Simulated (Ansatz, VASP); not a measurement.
# MgS: VASP beside Ansatz

```
Mg S
1.0
     0.00000    2.83088    2.88749
     2.83088    0.00000    2.88749
     2.83088    2.83088    0.00000
Mg S
1 1
Direct
  0.00000 0.00000 0.00000
  0.25000 0.25000 0.25000
```

Change from the starting cell: uniaxial_z strain +2.0%.

Alike in both runs: task single point; functional HSE06; k mesh 6 × 6 × 6; no spin polarisation.

```csv
,VASP,Ansatz
version,VASP 6.6.1,Ansatz 0.2.0
potentials or method,"VASP PAW PBE potentials, release 64 (Mg, S)","plane waves, PAW"
plane-wave cutoff (eV),520,420
occupations,"gaussian, width 0.01 eV",fixed
valence electrons in the cell,8,16
```

|  | VASP | Ansatz | Ansatz less VASP |
| --- | --- | --- | --- |
| gap on the k mesh at the Fermi level (eV) | 4.39 | 4.40 | +0.017 |
| pressure (GPa) | -1.3 | -1.1 | +0.17 |
| traceless stress, the component that is largest in VASP (GPa) | -0.34 | -0.34 | +0.004 |

VASP's potentials hold 8 valence electrons a cell and Ansatz's 16, so a difference there can come from the potentials and not from the codes. Ansatz's warnings: stress exchange threshold loose, stress scf threshold loose.
